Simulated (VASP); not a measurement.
ZnO:

```
CELL_PARAMETERS angstrom
-1.91442 1.91442 3.54187
1.91442 -1.91442 3.54187
1.91442 1.91442 -3.54187
ATOMIC_POSITIONS crystal
Zn 0.66010 0.62500 0.53510
Zn 0.08990 0.12500 0.46490
Zn 0.37500 0.91010 0.03510
Zn 0.87500 0.33990 0.96490
O 0.37500 0.33990 0.46490
O 0.87500 0.91010 0.53510
O 0.08990 0.62500 0.96490
O 0.66010 0.12500 0.03510
```

The cell was built from a structure type or drawn by symmetry, and may not be a known phase.

| Quantity | Value |
| --- | --- |
| Program | VASP 6.6.1 |
| Task | relaxation of cell and atoms |
| Functional | PBE |
| Potentials or basis | VASP PAW PBE potentials, release 64 (Zn, O) |
| Cutoff | 600 eV |
| k mesh | 6 × 6 × 6 |
| Occupations | gaussian, width 0.1 eV |
| Spin | no spin polarisation |

At the start: pressure 248.1 GPa; volume 6.49 Å³/atom.

Task: Where does the relaxation end?

Result: Over 17 steps the energy falls by 2200.3 meV/atom and the volume is 10.11 Å³/atom (+55.8 %); space group I-42d (No. 122, to 0.1 Å) before, I4/mmm (No. 139, to 0.1 Å).

Step by step:
```
step  energy change (eV)  largest force (eV/Å)  pressure (GPa)  volume (Å³)
   1              0.0000                8.8860          248.13        51.92
   2             -0.8973                1.0850          -43.60       169.96
   3            -16.7539                0.9451           -9.95        90.22
   4            -16.9956                0.9900           -5.51        87.07
   5            -17.2004                1.0479            5.11        81.11
   6            -17.1968                1.0433            3.65        81.78
   7            -17.3710                0.4189           -5.62        84.93
   8            -17.3711                0.4127           -5.63        84.97
   9            -17.5144                0.2544           -1.53        82.36
  10            -17.5482                0.1564            2.00        80.54
  11            -17.5853                0.0865            0.68        80.85
  12            -17.5884                0.1611            0.09        80.98
  13            -17.5974                0.0951           -0.18        81.05
  14            -17.6018                0.0144           -0.52        81.13
  15            -17.6019                0.0101           -0.61        81.14
  16            -17.6016                0.0177            0.71        80.54
  17            -17.6025                0.0107            0.14        80.88
```

Final structure:
```
Zn O
1.0
    -2.17451    2.17451    4.27615
     2.17451   -2.17451    4.27615
     2.17451    2.17451   -4.27615
Zn O
4 4
Direct
  0.62469 0.62500 0.49969
  0.12531 0.12500 0.50031
  0.37500 0.87469 0.99969
  0.87500 0.37531 0.00031
  0.37500 0.37520 0.50020
  0.87500 0.87480 0.49980
  0.12520 0.62500 0.00020
  0.62480 0.12500 0.99980
```

Caveat: the volume moved by over 15 % at a fixed basis, so the end points are rough.
